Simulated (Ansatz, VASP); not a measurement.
## Two plane-wave programs on AlGaN

```
Al Ga N
1.0
     3.18546    0.00000    0.00000
    -1.59273    2.75869    0.00000
     0.00000    0.00000    6.38479
Al Ga N
1 1 1
Direct
  0.00000 0.00000 0.50000
  0.33333 0.66667 0.00000
  0.66667 0.33333 0.00000
```

Change from the starting cell: species swapped into the ErNiAs type (P-6m2, No. 187).

Alike in both runs: functional PBE; k mesh 12 × 12 × 14; occupations gaussian, width 0.1 eV; no spin polarisation.

Ansatz relaxed the structure, and its values are those at the end. VASP's run is a single point on that final structure, the one shown.

|  | VASP | Ansatz |
| --- | --- | --- |
| version | VASP 6.6.1 | Ansatz 0.2.0 |
| potentials or method | VASP PAW PBE potentials, release 64 (Al, Ga_d, N), cutoff 520 eV | scalar-relativistic, plane waves, PAW |
| valence electrons in the cell | 21 | 21 |

VASP gave:

| Property | Result |
| --- | --- |
| gap on the k mesh at the Fermi level (eV) | none |
| pressure (GPa) | -0.2 |

Task: What did Ansatz give for the same quantities?

Result: gap on the k mesh at the Fermi level (eV): none; pressure (GPa): 0.0.

A gap of «none» marks a metal or a gap that the smearing closes. The functional is the same, so the differences come from potentials, cutoffs and numerics.
